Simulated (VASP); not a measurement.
# LiSi64 (a cell with a defect) in VASP: single point with HSE06

Aim: the single point of LiSi64 (a cell with a defect) with HSE06.

All numbers are computed with VASP 6.6.1; they aren't measurements. Logs are shortened: lines on timing, memory, paths and dates and some standing lists are left out, and cuts for length are marked.

## 1. The cell of the first run

The cell holds a defect, 65 atoms: a = 10.866 Å, b = 10.866 Å, c = 10.866 Å, α = 90.00°, β = 90.00°, γ = 90.00°.

## 2. Single point, HSE06

The input, POSCAR:

```
LiSi64
1.0
   10.8655790000      0.0000000000      0.0000000000
    0.0000000000     10.8655790000      0.0000000000
    0.0000000000      0.0000000000     10.8655790000
Si Li
64 1
Direct
    0.9994200000      0.9993700000      0.9996600000
    0.9988600000      0.9988300000      0.4988900000
    0.9988700000      0.4986500000      0.9990700000
    0.9997400000      0.5001800000      0.5004500000
    0.4987000000      0.9988200000      0.9990700000
    0.5002500000      0.9996600000      0.5004700000
    0.5002500000      0.5001800000      0.9999300000
    0.5050300000      0.5050100000      0.5052600000
    0.1244500000      0.1243100000      0.1246100000
    0.1215100000      0.1213000000      0.6282000000
    0.1215100000      0.6279400000      0.1215700000
    0.1247700000      0.6250300000      0.6253300000
    0.6281300000      0.1213100000      0.1215900000
    0.6251800000      0.1246400000      0.6253300000
    0.6251500000      0.6250000000      0.1249700000
    0.6292000000      0.6289900000      0.6292700000
    0.2489600000      0.2488900000      0.9996200000
    0.2454500000      0.2454100000      0.5041400000
    0.2502000000      0.7503600000      0.9989800000
    0.2493000000      0.7496800000      0.5003900000
    0.7504300000      0.2501100000      0.9989900000
    0.7497600000      0.2492300000      0.5004000000
    0.7497500000      0.7497000000      0.9999900000
    0.7509500000      0.7508800000      0.4992900000
    0.3747000000      0.3745300000      0.1234400000
    0.3751400000      0.3750200000      0.6262400000
    0.3748200000      0.8745400000      0.1253200000
    0.3750300000      0.8747700000      0.6247800000
    0.8746800000      0.3746700000      0.1253200000
    0.8749500000      0.3748500000      0.6247800000
    0.8748900000      0.8747100000      0.1248500000
    0.8751800000      0.8750600000      0.6255600000
    0.2489800000      0.9993100000      0.2491700000
    0.2502600000      0.9987200000      0.7505700000
    0.2455000000      0.5038600000      0.2456400000
    0.2493200000      0.5001100000      0.7499700000
    0.7504400000      0.9987200000      0.2503800000
    0.7498200000      0.9996600000      0.7499900000
    0.7498300000      0.5001000000      0.2495000000
    0.7509700000      0.4990000000      0.7511100000
    0.3746700000      0.1231600000      0.3748300000
    0.3747900000      0.1250700000      0.8748200000
    0.3751100000      0.6259500000      0.3752900000
    0.3750000000      0.6245300000      0.8750800000
    0.8746300000      0.1250800000      0.3749700000
    0.8749000000      0.1245800000      0.8750000000
    0.8749400000      0.6245300000      0.3751600000
    0.8751200000      0.6253000000      0.8753400000
    0.9994900000      0.2488600000      0.2491700000
    0.9989300000      0.2500700000      0.7505400000
    0.9989200000      0.7502700000      0.2503500000
    0.9997900000      0.7496900000      0.7499900000
    0.5040200000      0.2453300000      0.2456200000
    0.5002400000      0.2492100000      0.7499500000
    0.5002400000      0.7496700000      0.2495000000
    0.4992000000      0.7507900000      0.7510900000
    0.1232800000      0.3746200000      0.3748400000
    0.1251200000      0.3747200000      0.8748300000
    0.1251100000      0.8745600000      0.3749900000
    0.1246300000      0.8748200000      0.8750200000
    0.6260600000      0.3750600000      0.3753000000
    0.6245900000      0.3749000000      0.8751000000
    0.6245800000      0.8748600000      0.3751600000
    0.6253400000      0.8750800000      0.8753500000
    0.3747500000      0.3744700000      0.3748300000
```

The input, INCAR.step1:

```
  ALGO = Normal
  EDIFF = 1E-5
  ENCUT = 650
  GGA = PE
  GGA_COMPAT = False
  ISIF = 2
  ISMEAR = -1
  LASPH = True
  LREAL = Auto
  LWAVE = True
  NBANDS = 168
  NCORE = 4
  NELECT = 258.0
  NELM = 120
  PREC = Accurate
  SIGMA = 0.05
```

The input, INCAR.step2:

```
  ALGO = Normal
  EDIFF = 1E-6
  ENCUT = 650
  GGA = PE
  GGA_COMPAT = False
  HFSCREEN = 0.2079
  ISIF = 2
  ISMEAR = -1
  ISTART = 1
  LASPH = True
  LCHARG = True
  LELF = True
  LHFCALC = True
  LREAL = Auto
  LVHAR = True
  LWAVE = False
  NBANDS = 168
  NCORE = 4
  NELECT = 258.0
  NELM = 120
  PREC = Accurate
  PRECFOCK = Fast
  SIGMA = 0.05
```

The input, KPOINTS:

```
k-points
0
Gamma
  1 1 1
```

Potentials or basis: VASP PAW PBE potentials, release 64 (Si, Li_sv).

Command:

```sh
cat potpaw_PBE.64/Si/POTCAR potpaw_PBE.64/Li_sv/POTCAR > POTCAR
cp INCAR.step1 INCAR
mpirun -np 4 vasp_gam > vasp.out
cp INCAR.step2 INCAR
mpirun -np 4 vasp_gam > vasp.out
```

OUTCAR:

```text
EDIFF = 1E-6
   ENCUT = 650
   GGA = PE
   HFSCREEN = 0.2079
   ISIF = 2
   ISMEAR = -1
   ISTART = 1
   LASPH = True
   LHFCALC = True
   LREAL = Auto
   NELECT = 258.0
   NELM = 120
   PREC = Accurate
   PRECFOCK = Fast

 ion  position               nearest neighbor table
   1  0.999  0.999  1.000-  31 2.35  46 2.35  60 2.35   9 2.35
   2  0.999  0.999  0.499-  32 2.35  45 2.35  59 2.35  10 2.35
   3  0.999  0.499  0.999-  48 2.35  29 2.35  58 2.35  11 2.35
   4  1.000  0.500  0.500-  47 2.35  30 2.35  57 2.35  12 2.35
   5  0.499  0.999  0.999-  64 2.35  42 2.35  27 2.35  13 2.35
   6  0.500  1.000  0.500-  28 2.35  63 2.35  41 2.35  14 2.35
   7  0.500  0.500  1.000-  44 2.35  62 2.35  25 2.35  15 2.35
   8  0.505  0.505  0.505-  16 2.33  43 2.39  26 2.39  61 2.39  65 2.45
   9  0.124  0.124  0.125-  49 2.35  17 2.35  33 2.35   1 2.35
  10  0.122  0.121  0.628-  18 2.33  50 2.34  34 2.34   2 2.35
  11  0.122  0.628  0.122-  35 2.33  19 2.34  51 2.34   3 2.35
  12  0.125  0.625  0.625-  36 2.35  20 2.35  52 2.35   4 2.35
  13  0.628  0.121  0.122-  53 2.33  37 2.34  21 2.34   5 2.35
  14  0.625  0.125  0.625-  22 2.35  54 2.35  38 2.35   6 2.35
  15  0.625  0.625  0.125-  39 2.35  55 2.35  23 2.35   7 2.35
  16  0.629  0.629  0.629-   8 2.33  40 2.34  24 2.34  56 2.34
  17  0.249  0.249  1.000-   9 2.35  42 2.35  58 2.35  25 2.35
[... 32 lines left out ...]
  50  0.999  0.250  0.751-  10 2.34  46 2.35  30 2.35  58 2.35
  51  0.999  0.750  0.250-  11 2.34  31 2.35  47 2.35  59 2.35
  52  1.000  0.750  0.750-  12 2.35  48 2.35  32 2.35  60 2.35
  53  0.504  0.245  0.246-  13 2.33  25 2.39  41 2.39  61 2.39  65 2.43
  54  0.500  0.249  0.750-  14 2.35  42 2.35  26 2.35  62 2.35
  55  0.500  0.750  0.249-  15 2.35  27 2.35  43 2.35  63 2.35
  56  0.499  0.751  0.751-  16 2.34  44 2.35  28 2.35  64 2.35
  57  0.123  0.375  0.375-   4 2.35  49 2.35  35 2.39  18 2.39  65 2.73
  58  0.125  0.375  0.875-   3 2.35  36 2.35  17 2.35  50 2.35
  59  0.125  0.875  0.375-   2 2.35  33 2.35  20 2.35  51 2.35
  60  0.125  0.875  0.875-  34 2.35  19 2.35   1 2.35  52 2.35
  61  0.626  0.375  0.375-  39 2.35  22 2.35   8 2.39  53 2.39  65 2.73
  62  0.625  0.375  0.875-   7 2.35  40 2.35  21 2.35  54 2.35
  63  0.625  0.875  0.375-   6 2.35  24 2.35  37 2.35  55 2.35
  64  0.625  0.875  0.875-   5 2.35  38 2.35  23 2.35  56 2.35
  65  0.375  0.374  0.375-  53 2.43  18 2.43  35 2.43   8 2.45  41 2.73  61 2.73  25 2.73  26 2.73
                            57 2.73  43 2.73

  LATTYP: Found a simple cubic cell.
 ALAT       =    10.8655790000

  Lattice vectors:

 A1 = (  10.8655790000,   0.0000000000,   0.0000000000)
 A2 = (   0.0000000000,  10.8655790000,   0.0000000000)
 A3 = (   0.0000000000,   0.0000000000,  10.8655790000)

Analysis of symmetry for initial positions (statically):
=====================================================================
 Subroutine PRICEL returns:
 Original cell was already a primitive cell.

 Routine SETGRP: Setting up the symmetry group for a
 simple cubic supercell.

 Subroutine GETGRP returns: Found  1 space group operations
 (whereof  1 operations were pure point group operations)
 out of a pool of 48 trial point group operations.

The static configuration has the point symmetry C_1 .

Analysis of symmetry for dynamics (positions and initial velocities):
=====================================================================
 Subroutine PRICEL returns:
 Original cell was already a primitive cell.

 Routine SETGRP: Setting up the symmetry group for a
 simple cubic supercell.

 Subroutine GETGRP returns: Found  1 space group operations
 (whereof  1 operations were pure point group operations)
 out of a pool of 48 trial point group operations.

The dynamic configuration has the point symmetry C_1 .

 Subroutine INISYM returns: Found  1 space group operations
 (whereof  1 operations are pure point group operations),
 and found     1 'primitive' translations

[... 174 lines left out ...]

 Following reciprocal coordinates:
            Coordinates               Weight
  0.000000  0.000000  0.000000      1.000000
   k-points           NKPTS =      1   k-points in BZ     NKDIM =      1   number of bands    NBANDS=    168
   number of dos      NEDOS =    301   number of ions     NIONS =     65
   total plane-waves  NPLWV = 729000
   dimension x,y,z NGX =    90 NGY =   90 NGZ =   90
   dimension x,y,z NGXF=   180 NGYF=  180 NGZF=  180
   ions per type =              64   1
   NGX,Y,Z   is equivalent  to a cutoff of  13.77, 13.77, 13.77 a.u.
   NGXF,Y,Z  is equivalent  to a cutoff of  27.54, 27.54, 27.54 a.u.
 SYSTEM =  unknown system
   PREC   = accura    normal or accurate (medium, high low for compatibility)
   ISTART =      1    job   : 0-new  1-cont  2-samecut
   ICHARG =      0    charge: 1-file 2-atom 10-const
   ISPIN  =      1    spin polarized calculation?
   LNONCOLLINEAR =      F non collinear calculations
   LSORBIT =      F    spin-orbit coupling
   LASPH  =      T    aspherical Exc in radial PAW
   ENCUT  =  650.0 eV  47.77 Ry    6.91 a.u.  22.59 22.59 22.59*2*pi/ulx,y,z
   NELM   =    120;   NELMIN=  2; NELMDL=  0     # of ELM steps
   EDIFF  = 0.1E-05   stopping-criterion for ELM
   LREAL  =      T    real-space projection
   EDIFFG = 0.1E-04   stopping-criterion for IOM
   NSW    =      0    number of steps for IOM
   IBRION =     -1    ionic relax: 0-MD 1-quasi-New 2-CG
   NFREE  =      0    steps in history (QN), initial steepest desc. (CG)
   ISIF   =      2    stress and relaxation
   ISYM   =      3    0-nonsym 1-usesym 2-fastsym
   POTIM  = 0.5000    time-step for ionic-motion
   TEBEG  =    0.0;   TEEND  =   0.0 temperature during run
   PSTRESS=    0.0 pullay stress
   NELECT =     258.0000    total number of electrons
   NUPDOWN=      -1.0000    fix difference up-down
   EMIN   =  10.00;   EMAX   =-10.00  energy-range for DOS
   EFERMI =   0.00;   METHOD = LEGACY
   ISMEAR =    -1;   SIGMA  =   0.05  broadening in eV -4-tet -1-fermi 0-gaus
   EFERMI_NEDOS =   21; number of points for ismear=-14 and -15
   IALGO  =     38    algorithm
   IMIX   =      1    mixing-type and parameters
     AMIX     =   0.40;   BMIX     =  1.00
     AMIX_MAG =   1.60;   BMIX_MAG =  1.00
  volume/ion in A,a.u.               =      19.74       133.18
  Fermi-wavevector in a.u.,A,eV,Ry     =   0.959169  1.812567 12.517434  0.920005
  Thomas-Fermi vector in A             =   2.088341
   LORBIT       =      0    0 simple, 1 ext, 2 COOP (PROOUT), +10 PAW based schemes
   GGA     = PE    functional components
   LHFCALC =     T    Hartree Fock is set to
   PRECFOCK=fast      Normal, Fast or Accurate (Low or Medium for compatibility)
   ENCUT4O =  -1.0   cutoff for four orbital integrals eV
   NKREDX  =     1    reduce k-point grid by
   NKREDY  =     1    reduce k-point grid by
   NKREDZ  =     1    reduce k-point grid by
   AEXX    =    0.2500 exact exchange contribution
   HFSCREEN=    0.2079 screening length (either q_TF or 0.3 A-1)
   HFSCREENC=   0.2079 screening length for correlation (either q_TF or 0.3 A-1)
   ENCUTFOCK=  -1.0 apply spherical cutoff to Coloumb kernel
   IVDW    =     0    specifies the selected vdW correction
   LEPSILON=     F    determine dielectric tensor
   LRPA    =     F    only Hartree local field effects (RPA)
 non-spin polarized calculation
  energy-cutoff  :      650.00
  volume of cell :     1282.80
 maximum number of plane-waves:     24245
 NGX is ok and might be reduce to    90
  NGX = 48; NGY = 48; NGZ = 48

 number of electron     258.0000000 magnetization

 Free energy of the ion-electron system (eV)
  ---------------------------------------------------
  ext. energy  EPLUGINS =         0.00000000
  ---------------------------------------------------
  free energy    TOTEN  =      -403.97065847 eV

  energy without entropy =     -403.97063703  energy(sigma->0) =     -403.97064775

 E-fermi :   6.1599     XC(G=0):  -7.8351

 val. band max:        5.5325914207   @ k =   0.0000   0.0000   0.0000
 cond. band min:       6.8254322197   @ k =   0.0000   0.0000   0.0000
 fundamental gap:      1.2928407990
 Fermi energy:         6.1598920403

 k-point     1 :       0.0000    0.0000    0.0000
  band No.  band energies     occupation
      1     -44.4368      2.00000
      2      -7.7336      2.00000
      3      -6.5646      2.00000
      4      -6.5490      2.00000
      5      -6.5469      2.00000
      6      -6.5468      2.00000
[... 133 lines left out ...]
    140       7.3100      0.00000
    141       7.3208      0.00000
 [bands above 141 left out]

------------------------ aborting loop because EDIFF is reached ----------------------------------------

  FORCE on cell =-STRESS in cart. coord.  units (eV):
  Direction    XX          YY          ZZ          XY          YZ          ZX
  --------------------------------------------------------------------------------------
  -------------------------------------------------------------------------------------
  Total        0.2023831      0.1938696      0.2086726     -0.5969158     -0.6066723     -0.5986180
  in kB        0.2527705      0.2421373      0.2606258     -0.7455299     -0.7577154     -0.7476558
  external PRESSURE =       0.2518445 kB  Pullay stress =       0.0000000 kB

 VOLUME and BASIS-vectors are now :
 -----------------------------------------------------------------------------
  energy-cutoff  :      650.00
  volume of cell :     1282.80
      direct lattice vectors                 reciprocal lattice vectors
    10.865579000  0.000000000  0.000000000     0.092033752  0.000000000  0.000000000
     0.000000000 10.865579000  0.000000000     0.000000000  0.092033752  0.000000000
     0.000000000  0.000000000 10.865579000     0.000000000  0.000000000  0.092033752

 POSITION                                       TOTAL-FORCE (eV/Angst)
 -----------------------------------------------------------------------------------
     10.85928     10.85873     10.86188         0.030740      0.029216      0.028165
     10.85319     10.85287      5.42073         0.027793      0.024972      0.070327
     10.85330      5.41812     10.85547         0.026061      0.069004      0.025003
     10.86275      5.43475      5.43768         0.014517      0.018597      0.021312
      5.41866     10.85276     10.85547         0.070552      0.025290      0.026291
      5.43551     10.86188      5.43790         0.020055      0.015077      0.018823
[... 57 lines left out ...]
      6.79468      9.50825      9.51118        -0.060229     -0.030359     -0.029230
      4.07188      4.06883      4.07274         0.029360      0.034987      0.030779
 -----------------------------------------------------------------------------------
    total drift:                                0.029037      0.023996      0.019630

  FREE ENERGIE OF THE ION-ELECTRON SYSTEM (eV)
  ---------------------------------------------------
  free  energy   TOTEN  =      -403.9706584668 eV

  energy  without entropy=     -403.9706370285  energy(sigma->0) =     -403.97064775
```

Wall time 14 min (4 MPI ranks of Intel Xeon Platinum 8259CL at 2.50GHz (Skylake/Cascade Lake), shared host); peak memory 0.63 GiB.

What came out:

```yaml
Free_energy: -403.9707 eV
Largest_force: 0.227 eV/Å
```

Forces in eV/Å, atoms in the order of the input:
```
Si   0.031  0.029  0.028
Si   0.028  0.025  0.070
Si   0.026  0.069  0.025
Si   0.015  0.019  0.021
Si   0.071  0.025  0.026
Si   0.020  0.015  0.019
Si   0.020  0.018  0.016
Si  -0.127 -0.134 -0.133
Si  -0.031 -0.032 -0.031
Si  -0.014 -0.013 -0.037
Si  -0.015 -0.038 -0.013
Si  -0.030 -0.026 -0.026
Si  -0.040 -0.013 -0.012
Si  -0.030 -0.028 -0.027
Si  -0.026 -0.025 -0.032
Si  -0.041 -0.037 -0.038
Si   0.037  0.036  0.013
Si   0.085  0.080 -0.057
Si   0.021  0.025  0.029
Si   0.036  0.033  0.021
Si   0.027  0.019  0.029
Si   0.034  0.036  0.020
Si   0.033  0.033  0.025
Si   0.024  0.023  0.057
Si  -0.014 -0.012 -0.026
Si  -0.013 -0.012  0.008
Si  -0.033 -0.020 -0.035
Si  -0.036 -0.025 -0.023
Si  -0.019 -0.030 -0.036
Si  -0.025 -0.032 -0.023
Si  -0.030 -0.028 -0.024
Si  -0.030 -0.028 -0.066
Si   0.037  0.014  0.036
Si   0.017  0.027  0.027
Si   0.083 -0.054  0.080
Si   0.038  0.021  0.031
Si   0.027  0.028  0.019
Si   0.033  0.030  0.032
Si   0.031  0.022  0.038
Si   0.023  0.058  0.025
Si  -0.014 -0.025 -0.012
Si  -0.030 -0.035 -0.020
Si  -0.011  0.009 -0.010
Si  -0.034 -0.024 -0.025
Si  -0.020 -0.036 -0.032
Si  -0.032 -0.025 -0.028
Si  -0.024 -0.023 -0.034
Si  -0.027 -0.063 -0.028
Si   0.013  0.037  0.036
Si   0.026  0.020  0.028
Si   0.027  0.026  0.021
Si   0.028  0.034  0.030
Si  -0.052  0.082  0.081
Si   0.021  0.035  0.032
Si   0.018  0.033  0.036
Si   0.058  0.025  0.025
Si  -0.028 -0.016 -0.014
Si  -0.034 -0.031 -0.019
Si  -0.033 -0.021 -0.032
Si  -0.023 -0.031 -0.028
Si   0.004 -0.013 -0.011
Si  -0.022 -0.033 -0.026
Si  -0.021 -0.027 -0.032
Si  -0.060 -0.030 -0.029
Li   0.029  0.035  0.031
```

Caveat: the k points lie up to 0.58 Å⁻¹ apart; the cell carries a net charge on a neutralising background, which shifts energy and pressure; the cell is charged against a uniform background, so pressure and absolute levels hang on convention; the PAW data sets were made with another functional, which shifts forces and pressure a little.
